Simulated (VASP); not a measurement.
A run of VASP 6.6.1 is set up as follows.

The input INCAR:

```
SYSTEM = Ga
PREC = Accurate ; ENCUT = 600
EDIFF = 1E-7 ; ISMEAR = 0
SIGMA = 0.1 ; LREAL = .False.
LASPH = .True. ; NELM = 80
ALGO = Normal ; ISIF = 3
LWAVE = .False. ; LCHARG = .False.
GGA = PS ; IBRION = 2
NSW = 80 ; EDIFFG = -0.01
```

KPOINTS

```
regular mesh
0
Gamma
  16 16 16
  0 0 0
```

The input POSCAR:

```
Ga
1.0
    2.6573409733      0.0000000000      0.0000000000
    0.0000000000      2.6573409733      0.0000000000
    0.0000000000      0.0000000000      2.6573409733
Ga
1
Direct
    0.0000000000      0.0000000000      0.0000000000
```

Potentials or basis: VASP PAW PBE potentials, release 64 (Ga_d).

Command:

```bash
$ cat potpaw_PBE.64/Ga_d/POTCAR > POTCAR
$ mpirun -np 1 vasp_std > vasp.out
```

Question: Estimate the space group after relaxing (to 0.05 Å).

Answer: Pm-3m (No. 221).

Question: Estimate the relaxed cell.

Answer: a = 2.660 Å, b = 2.660 Å, c = 2.660 Å, α = 90.00°, β = 90.00°, γ = 90.00°.

Question: What does it give for the relaxed volume?

Answer: 18.82 Å³/atom.

Final structure:
```
CELL_PARAMETERS angstrom
2.65978 0.00000 0.00000
0.00000 2.65978 0.00000
0.00000 0.00000 2.65978
ATOMIC_POSITIONS crystal
Ga 0.00000 0.00000 0.00000
```

Caveat: the PAW data sets were made with another functional, which shifts forces and pressure a little.
